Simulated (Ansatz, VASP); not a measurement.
One calculation of Ga, two programs

The input INCAR:

```
  ALGO = Normal
  EDIFF = 1E-6
  ENCUT = 520
  GGA = PS
  ISIF = 2
  ISMEAR = -1
  LASPH = T
  LCHARG = F
  LREAL = F
  LWAVE = F
  NBANDS = 20
  NELM = 80
  PREC = Accurate
  SIGMA = 0.1
```

The input KPOINTS:

```
k-points
0
Gamma
  14 14 8
```

Contents of POSCAR:

```
Ga
1.0
    3.0038036457      0.0000000000      0.0000000000
   -1.5019018229      2.6013702651      0.0000000000
    0.0000000000      0.0000000000      4.7511613024
Ga
2
Direct
    0.3333333333      0.6666666667      0.2500000000
    0.6666666667      0.3333333333      0.7500000000
```

Input for Ansatz:

```yaml
crystal:
  lattice:
    - [3.0038036457, 0.0, 0.0]
    - [-1.5019018229, 2.6013702651, 0.0]
    - [0.0, 0.0, 4.7511613024]
  atoms:
    - { symbol: Ga, position: [0.3333333333, 0.6666666667, 0.25] }
    - { symbol: Ga, position: [0.6666666667, 0.3333333333, 0.75] }
hamiltonian:
  xc: pbesol
  pseudopotentials:
    kind: paw
    azcp:
      Ga: "pseudopotentials/Ga.paw.azcp"
basis:
  ecutwfc: 420
  fft_grid_basis: typed
kpoints:
  mp_grid: { grid: [14, 14, 8], shift: [0, 0, 0] }
magnetization:
  spin_polarized: false
scf:
  occupations: { method: fermi_dirac, width: 0.1 }
  lower_state_search: "off"
output:
  stress: true
  write_density: true
  write_potential: true
  elf: true
  volumetric_format: npy
```

Alike in both runs: task single point; functional PBEsol; k mesh 14 × 14 × 8; occupations fermi-dirac, width 0.1 eV; no spin polarisation.

|  | VASP | Ansatz |
| --- | --- | --- |
| version | VASP 6.6.1 | Ansatz 0.2.0 |
| potentials or method | VASP PAW PBE potentials, release 64 (Ga_d), cutoff 520 eV | plane waves (420 eV) with PAW, scalar-relativistic |
| valence electrons in the cell | 26 | 26 |

Ansatz gave:

* pressure (GPa): -1.9
* traceless stress, the component that is largest in VASP (GPa): 0.26

Problem. Estimate VASP's values.

Solution. Pressure (GPa): -1.8; traceless stress, the component that is largest in VASP (GPa): 0.27.

VASP's potentials were made for PBE, not for PBEsol, and Ansatz warns of the same on its side.
